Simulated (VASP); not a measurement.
The system is Tl2Ga.

```
Tl Ga
1.0
     4.23512    0.00000    0.00000
    -2.11756    3.66772    0.00000
     0.00000    0.00000    4.57281
Tl Ga
2 1
Direct
  0.33333 0.66667 0.50000
  0.66667 0.33333 0.50000
  0.00000 0.00000 0.00000
```

- Program: VASP 6.6.1
- Task: relaxation of cell and atoms
- Functional: PBE
- Potentials or basis: VASP PAW PBE potentials, release 64 (Tl_d, Ga_d)
- Cutoff: 600 eV
- k mesh: 6 × 6 × 4
- Occupations: gaussian, width 0.1 eV
- Spin: no spin polarisation

At the start: pressure 30.3 GPa; volume 23.68 Å³/atom.

Question: How do energy, volume and symmetry change on relaxing?

Answer: Over 17 steps the energy falls by 1219.9 meV/atom and the volume is 28.48 Å³/atom (+20.3 %); space group P6/mmm (No. 191, to 0.1 Å) before and after.

The path:
```
step  energy change (eV)  largest force (eV/Å)  pressure (GPa)  volume (Å³)
   1              0.0000                0.0000           30.35        71.03
   2             -2.6218                0.0000           -3.24       125.31
   3             -2.7844                0.0000            0.04       101.92
   4             -2.8083                0.0000           -1.33       108.34
   5             -2.8089                0.0000           -1.15       107.51
   6             -2.9108                0.0000           -1.10       104.19
   7             -3.2306                0.0000           -0.79        93.86
   8             -3.2499                0.0000            9.54        71.40
   9             -3.3693                0.0000            0.00        88.80
  10             -3.5071                0.0000            2.43        80.28
  11             -3.5158                0.0000            4.90        75.88
  12             -3.5303                0.0000            3.71        77.71
  13             -3.5886                0.0000            3.38        78.31
  14             -3.5918                0.0000            3.36        78.51
  15             -3.6348                0.0000            1.91        81.10
  16             -3.6587                0.0000           -0.35        86.34
  17             -3.6597                0.0000            0.05        85.43
```

Final structure:
```
Tl Ga
1.0
     5.62585    0.00000    0.00000
    -2.81293    4.87213    0.00000
     0.00000    0.00000    3.11677
Tl Ga
2 1
Direct
  0.33333 0.66667 0.50000
  0.66667 0.33333 0.50000
  0.00000 0.00000 0.00000
```

Caveat: the volume moved by over 15 % at a fixed basis, so the end points are rough.
